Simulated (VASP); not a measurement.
# ZnSiP2 (I-42d) in VASP: notebook

The runs below take ZnSiP2 through single point, with PBEsol, PBE, LDA.

Program: VASP 6.6.1. These are calculated values, not measurements. Logs are shortened: lines on timing, memory, paths and dates and some standing lists are left out, and cuts for length are marked.

## (1) The cell of the first run

It takes space group I-42d (No. 122, tetragonal). The conventional cell has a = 5.353 Å, b = 5.353 Å, c = 10.446 Å, α = 90.00°, β = 90.00°, γ = 90.00°. Within 3.1 Å of Zn (site symmetry -4) lie 4 P at 2.35 Å. P (site symmetry 2) has 2 Si at 2.25 Å and 2 Zn at 2.35 Å within 3.0 Å. Within 3.0 Å of Si (site symmetry -4) lie 4 P at 2.25 Å.

## (2) Single point, PBEsol

Contents of INCAR:

```
SYSTEM = ZnSiP2
PREC = Accurate
ENCUT = 500
EDIFF = 1E-6
ISMEAR = -1
SIGMA = 0.02
LREAL = .FALSE.
LASPH = .TRUE.
NELM = 120
ALGO = Normal
ISIF = 2
LWAVE = .FALSE.
LCHARG = .TRUE.
GGA = PS
LELF = .TRUE.
LVHAR = .TRUE.
NBANDS = 36
GGA_COMPAT = .FALSE.
```

Contents of KPOINTS:

```
regular mesh
0
G
  6 6 6
  0 0 0
```

Contents of POSCAR:

```
ZnSiP2
1.0
   -2.6764216328      2.6764216328      5.2231033262
    2.6764216328     -2.6764216328      5.2231033262
    2.6764216328      2.6764216328     -5.2231033262
Zn P Si
2 4 2
Direct
    0.0000000000      0.0000000000      0.0000000000
    0.7500000000      0.2500000000      0.5000000000
    0.3750000000      0.3895443595      0.5145443595
    0.1395443595      0.6250000000      0.0145443595
    0.8750000000      0.8604556405      0.4854556405
    0.6104556405      0.1250000000     -0.0145443595
    0.5000000000      0.5000000000      0.0000000000
    0.2500000000      0.7500000000      0.5000000000
```

Potentials or basis: VASP PAW PBE potentials, release 64 (Zn, P, Si).

The run is started by

```bash
cat potpaw_PBE.64/Zn/POTCAR potpaw_PBE.64/P/POTCAR potpaw_PBE.64/Si/POTCAR > POTCAR
mpirun -np 1 vasp_std > vasp.out
```

OUTCAR:

```text
SYSTEM = ZnSiP2
   PREC = Accurate
   ENCUT = 500
   EDIFF = 1E-6
   ISMEAR = -1
   LREAL = .FALSE.
   LASPH = .TRUE.
   NELM = 120
   ISIF = 2
   GGA = PS

 ion  position               nearest neighbor table
   1  0.000  0.000  0.000-   3 2.35   4 2.35   6 2.35   5 2.35
   2  0.750  0.250  0.500-   4 2.35   3 2.35   5 2.35   6 2.35
   3  0.375  0.390  0.515-   7 2.25   8 2.25   2 2.35   1 2.35
   4  0.140  0.625  0.015-   8 2.25   7 2.25   1 2.35   2 2.35
   5  0.875  0.860  0.485-   7 2.25   8 2.25   1 2.35   2 2.35
   6  0.610  0.125  0.985-   7 2.25   8 2.25   2 2.35   1 2.35
   7  0.500  0.500  0.000-   3 2.25   4 2.25   5 2.25   6 2.25
   8  0.250  0.750  0.500-   4 2.25   3 2.25   5 2.25   6 2.25

  LATTYP: Found a body centered tetragonal cell.
 ALAT       =     5.3528432656
 C/A-ratio  =     1.9515248503

  Lattice vectors:

 A1 = (  -2.6764216328,   2.6764216328,   5.2231033262)
 A2 = (   2.6764216328,  -2.6764216328,   5.2231033262)
 A3 = (   2.6764216328,   2.6764216328,  -5.2231033262)

Analysis of symmetry for initial positions (statically):
=====================================================================
 Subroutine PRICEL returns:
 Original cell was already a primitive cell.

 Routine SETGRP: Setting up the symmetry group for a
 body centered tetragonal supercell.

 Subroutine GETGRP returns: Found  8 space group operations
 (whereof  4 operations were pure point group operations)
 out of a pool of 16 trial point group operations.

The static configuration has the point symmetry S_4 .
 The point group associated with its full space group is D_2d.

Analysis of symmetry for dynamics (positions and initial velocities):
=====================================================================
 Subroutine PRICEL returns:
 Original cell was already a primitive cell.

 Routine SETGRP: Setting up the symmetry group for a
 body centered tetragonal supercell.

 Subroutine GETGRP returns: Found  8 space group operations
 (whereof  4 operations were pure point group operations)
 out of a pool of 16 trial point group operations.

The dynamic configuration has the point symmetry S_4 .
 The point group associated with its full space group is D_2d.

 Subroutine INISYM returns: Found  8 space group operations
 (whereof  4 operations are pure point group operations),
 and found     1 'primitive' translations

[... 109 lines left out ...]
   NSW    =      0    number of steps for IOM
   IBRION =     -1    ionic relax: 0-MD 1-quasi-New 2-CG
   NFREE  =      0    steps in history (QN), initial steepest desc. (CG)
   ISIF   =      2    stress and relaxation
   ISYM   =      2    0-nonsym 1-usesym 2-fastsym
   POTIM  = 0.5000    time-step for ionic-motion
   TEBEG  =    0.0;   TEEND  =   0.0 temperature during run
   PSTRESS=    0.0 pullay stress
   NELECT =      52.0000    total number of electrons
   NUPDOWN=      -1.0000    fix difference up-down
   EMIN   =  10.00;   EMAX   =-10.00  energy-range for DOS
   EFERMI =   0.00;   METHOD = LEGACY
   ISMEAR =    -1;   SIGMA  =   0.02  broadening in eV -4-tet -1-fermi 0-gaus
   EFERMI_NEDOS =   21; number of points for ismear=-14 and -15
   IALGO  =     38    algorithm
   IMIX   =      4    mixing-type and parameters
     AMIX     =   0.40;   BMIX     =  1.00
     AMIX_MAG =   1.60;   BMIX_MAG =  1.00
  volume/ion in A,a.u.               =      18.71       126.24
  Fermi-wavevector in a.u.,A,eV,Ry     =   1.150915  2.174915 18.022361  1.324606
  Thomas-Fermi vector in A             =   2.287576
   LORBIT       =      0    0 simple, 1 ext, 2 COOP (PROOUT), +10 PAW based schemes
   GGA     = PS    functional components
   LHFCALC =     F    Hartree Fock is set to
   AEXX    =    0.0000 exact exchange contribution
   IVDW    =     0    specifies the selected vdW correction
   LEPSILON=     F    determine dielectric tensor
   LRPA    =     F    only Hartree local field effects (RPA)
 non-spin polarized calculation
  energy-cutoff  :      500.00
  volume of cell :      149.66
 maximum number of plane-waves:      3814
   NGX = 23   NGY = 23   NGZ = 23

 number of electron      52.0000024 magnetization

 Free energy of the ion-electron system (eV)
  ---------------------------------------------------
  ext. energy  EPLUGINS =         0.00000000
  ---------------------------------------------------
  free energy    TOTEN  =       -40.23642397 eV

  energy without entropy =      -40.23642397  energy(sigma->0) =      -40.23642397

 E-fermi :   5.0532     XC(G=0): -10.0210

 val. band max:        4.6848617792   @ k =   0.0000   0.0000   0.0000
 cond. band min:       5.8479892439   @ k =   0.0000   0.0000   0.0000
 fundamental gap:      1.1631274647
 Fermi energy:         5.0532124519

 k-point     1 :       0.0000    0.0000    0.0000
  band No.  band energies     occupation
      1      -8.4464      2.00000
      2      -5.4704      2.00000
      3      -5.4639      2.00000
      4      -5.4639      2.00000
      5      -3.9298      2.00000
      6      -2.2285      2.00000
[... 925 lines left out ...]
     35       9.3644      0.00000
     36      10.0443      0.00000

 [... further k-points ...]

------------------------ aborting loop because EDIFF is reached ----------------------------------------

  FORCE on cell =-STRESS in cart. coord.  units (eV):
  Direction    XX          YY          ZZ          XY          YZ          ZX
  --------------------------------------------------------------------------------------
  -------------------------------------------------------------------------------------
  Total        0.1347761      0.1347761      0.1221194      0.0000000     -0.0000000      0.0000000
  in kB        1.4428650      1.4428650      1.3073676      0.0000000     -0.0000000      0.0000000
  external PRESSURE =       1.3976992 kB  Pullay stress =       0.0000000 kB

 VOLUME and BASIS-vectors are now :
 -----------------------------------------------------------------------------
  energy-cutoff  :      500.00
  volume of cell :      149.66
      direct lattice vectors                 reciprocal lattice vectors
    -2.676421633  2.676421633  5.223103326     0.000000000  0.186816604  0.095728529
     2.676421633 -2.676421633  5.223103326     0.186816604  0.000000000  0.095728529
     2.676421633  2.676421633 -5.223103326     0.186816604  0.186816604  0.000000000

 POSITION                                       TOTAL-FORCE (eV/Angst)
 -----------------------------------------------------------------------------------
      0.00000      0.00000      0.00000        -0.000000      0.000000      0.000000
      0.00000      2.67642      2.61155        -0.000000     -0.000000     -0.000000
      1.41606      1.33821      1.30578         0.016200      0.000000      0.000000
      1.33821     -1.26036      3.91733        -0.000000      0.016200      0.000000
      1.26036      1.33821      6.52888        -0.016200     -0.000000     -0.000000
      1.33821      3.93678     -1.30578        -0.000000     -0.016200     -0.000000
      0.00000      0.00000      5.22310        -0.000000     -0.000000      0.000000
      2.67642      0.00000      2.61155        -0.000000     -0.000000      0.000000
 -----------------------------------------------------------------------------------
    total drift:                               -0.000004     -0.000004     -0.000005

  FREE ENERGIE OF THE ION-ELECTRON SYSTEM (eV)
  ---------------------------------------------------
  free  energy   TOTEN  =       -40.2364239659 eV

  energy  without entropy=      -40.2364239659  energy(sigma->0) =      -40.23642397
```

OSZICAR:

```text
N       E                     dE             d eps       ncg     rms          rms(c)
DAV:   1     0.321312632884E+03    0.32131E+03   -0.22154E+04  2160   0.145E+03
DAV:   2    -0.532340641520E+01   -0.32664E+03   -0.31054E+03  2200   0.325E+02
DAV:   3    -0.405418146165E+02   -0.35218E+02   -0.34558E+02  2556   0.108E+02
DAV:   4    -0.416681498831E+02   -0.11263E+01   -0.11210E+01  2612   0.188E+01
DAV:   5    -0.416882200053E+02   -0.20070E-01   -0.20054E-01  2648   0.266E+00    0.118E+01
DAV:   6    -0.403451749138E+02    0.13430E+01   -0.37834E+00  2860   0.519E+01    0.805E+00
DAV:   7    -0.402595655663E+02    0.85609E-01   -0.25281E+00  2412   0.109E+01    0.377E+00
DAV:   8    -0.402410984859E+02    0.18467E-01   -0.73126E-02  2700   0.146E+00    0.128E+00
DAV:   9    -0.402364001868E+02    0.46983E-02   -0.17610E-02  3160   0.153E+00    0.173E-01
DAV:  10    -0.402363237913E+02    0.76395E-04   -0.22036E-03  3116   0.510E-01    0.117E-01
DAV:  11    -0.402364088555E+02   -0.85064E-04   -0.41834E-04  2604   0.957E-02    0.552E-02
DAV:  12    -0.402364213329E+02   -0.12477E-04   -0.17906E-05  2552   0.225E-02    0.217E-02
DAV:  13    -0.402364245099E+02   -0.31769E-05   -0.13671E-05  3176   0.362E-02    0.733E-03
DAV:  14    -0.402364239659E+02    0.54394E-06   -0.33132E-06  1944   0.238E-02
   1 F= -.40236424E+02 E0= -.40236424E+02  d E =-.363336E-10
```

Run time: 3.8 min. Hardware: 1 thread of Oxide Virtual Turin-like, shared host; peak memory 0.36 GiB.

Results:

- Free energy: -40.2364 eV
- Pressure: 0.1 GPa
- Largest force: 0.016 eV/Å
- Band gap on the k mesh: 1.16 eV

Forces on the atoms (eV/Å):
```
Zn   0.000  0.000  0.000
Zn   0.000  0.000  0.000
P    0.016  0.000  0.000
P    0.000  0.016  0.000
P   -0.016  0.000  0.000
P    0.000 -0.016  0.000
Si   0.000  0.000  0.000
Si   0.000  0.000  0.000
```

Levels at points of the mesh, in eV from the valence-band top:
```csv
k point,band 24,band 25,band 26,band 27,band 28,band 29
"(0.00, 0.00, 0.00)",-0.12,-0.12,0.00,1.16,1.78,2.62
"(0.50, 0.00, 0.00)",-1.82,-1.53,-0.84,2.69,2.80,2.95
"(0.50, 0.50, 0.00)",-1.07,-0.58,-0.58,1.93,1.93,3.09
"(0.50, 0.50, 0.50)",-1.92,-1.19,-1.19,1.36,1.36,1.58
```

Caveat: the PAW data sets were made with another functional, which shifts forces and pressure a little.

[end of part 1 of 3]
